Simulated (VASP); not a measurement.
Crystal: NbAs.

```xyz
2
Lattice="0.0000 2.5986 2.5986 2.5986 0.0000 2.5986 2.5986 2.5986 0.0000" Properties=species:S:1:pos:R:3 pbc="T T T"
Nb    0.0000    0.0000    0.0000
As    2.5986    2.5986    2.5986
```

```yaml
Program: VASP 6.6.1
Task: relaxation of cell and atoms
Functional: PBE
Potentials_or_basis: VASP PAW PBE potentials, release 64 (Nb_sv, As)
Cutoff: 600 eV
k_mesh: 6 × 6 × 6
Occupations: gaussian, width 0.1 eV
Spin: no spin polarisation
```

At the start: pressure 7.5 GPa; volume 17.55 Å³/atom.

How do energy, volume and symmetry change on relaxing?

Over 3 steps the energy falls by 19.2 meV/atom and the volume is 18.42 Å³/atom (+5.0 %); space group Fm-3m (No. 225, to 0.1 Å) before and after.

The path:
| step | energy change (eV) | largest force (eV/Å) | pressure (GPa) | volume (Å³) |
| --- | --- | --- | --- | --- |
| 1 | 0.0000 | 0.0000 | 7.53 | 35.09 |
| 2 | 0.0364 | 0.0000 | -8.52 | 39.45 |
| 3 | -0.0384 | 0.0000 | -0.12 | 36.83 |

Final structure:
```
CELL_PARAMETERS angstrom
0.00000 2.64085 2.64085
2.64085 0.00000 2.64085
2.64085 2.64085 0.00000
ATOMIC_POSITIONS crystal
Nb 0.00000 0.00000 0.00000
As 0.50000 0.50000 0.50000
```

Caveat: the highest band is partly filled, so the run has too few bands.
